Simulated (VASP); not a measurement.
Input of a VASP 6.6.1 run:

The input INCAR:

```
PREC     = Accurate       # precision mode
ENCUT    = 520            # plane-wave cutoff, eV
EDIFF    = 1E-6           # SCF threshold, eV
ISMEAR   = 0              # smearing method
SIGMA    = 0.1            # smearing width, eV
LREAL    = F              # projectors in reciprocal space
LASPH    = T              # aspherical terms in the spheres
NELM     = 100            # most SCF steps
ALGO     = Normal         # electronic algorithm
ISIF     = 2              # what is computed and relaxed
LWAVE    = F              # write WAVECAR
LCHARG   = T              # write CHGCAR
GGA      = PE             # functional
LELF     = T              # ELF
LVHAR    = T            
NBANDS   = 36             # bands
```

KPOINTS

```
Automatic mesh
0
Gamma
  6 6 2
```

The input POSCAR:

```
Ga3SbN2
1.0
    3.1894471300      0.0000000000      0.0000000000
    0.0000000000      3.1894471300      0.0000000000
    0.0000000000      0.0000000000      9.7757593800
Ga Sb N
3 1 2
Direct
    0.5000000000      0.5000000000      0.1817286000
    0.5000000000      0.5000000000      0.5000000000
    0.5000000000      0.5000000000      0.8182714000
    0.0000000000      0.0000000000      0.0000000000
    0.0000000000      0.0000000000      0.3392778000
    0.0000000000      0.0000000000      0.6607222000
```

Potentials or basis: VASP PAW PBE potentials, release 64 (Ga_d, Sb, N).

The run is started by

```console
$ cat potpaw_PBE.64/Ga_d/POTCAR potpaw_PBE.64/Sb/POTCAR potpaw_PBE.64/N/POTCAR > POTCAR
$ mpirun -np 1 vasp_std > vasp.out
```

Problem. Predict the largest force.

Solution. 2.795 eV/Å.

Problem. Predict the band gap on the k mesh.

Solution. Zero (band 27 reaches 6.36 eV, above the bottom of band 28 at 4.38 eV).

Problem. What does it give for the pressure?

Solution. -5.0 GPa.

Stress tensor (GPa, compression positive):
```
-3.65  0.00  0.00
 0.00 -3.65  0.00
 0.00  0.00 -7.73
```

Caveat: spin-orbit coupling is left out, which moves the levels of the heavy elements; forces of over 1 eV/Å act on the atoms, so gaps and moduli don't describe the material at rest.
